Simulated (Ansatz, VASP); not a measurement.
# CaHfO: VASP beside Ansatz

```
CELL_PARAMETERS angstrom
4.05987 0.00000 0.00000
0.00000 4.05987 0.00000
0.00000 0.00000 5.77015
ATOMIC_POSITIONS crystal
Ca 0.50000 0.00000 0.71148
Ca 0.00000 0.50000 0.28852
Hf 0.50000 0.50000 0.00000
Hf 0.00000 0.00000 0.00000
O 0.00000 0.00000 0.50000
O 0.50000 0.50000 0.50000
```

Change from the starting cell: species swapped into the YOF type (P4/nmm, No. 129).

Alike in both runs: task single point; functional PBE; k mesh 4 × 4 × 4; occupations gaussian, width 0.1 eV; no spin polarisation.

|  | VASP | Ansatz |
| --- | --- | --- |
| version | VASP 6.6.1 | Ansatz 0.2.0 |
| potentials or method | VASP PAW PBE potentials, release 64 (Ca_sv, Hf_pv, O), cutoff 520 eV | scalar-relativistic, plane waves, PAW |
| valence electrons in the cell | 52 | 84 |

```tsv
	VASP	Ansatz	Ansatz less VASP
gap on the k mesh at the Fermi level (eV)	none	none	-
pressure (GPa)	17.8	17.6	-0.14
traceless stress, the component that is largest in VASP (GPa)	-14.50	-14.37	+0.139
rms of the force components (eV/Å)	2.949	2.967	+0.0175
```

Atom by atom the forces differ by 0.018 eV/Å (rms over components). A gap of «none» marks a metal or a gap that the smearing closes. With one functional, cell and mesh, what is left measures potentials, basis and numerics. VASP's potentials hold 52 valence electrons a cell and Ansatz's 84, so a difference there can come from the potentials and not from the codes.

The k mesh is coarse, so the values compare programs but aren't converged. Spin-orbit coupling is off throughout.
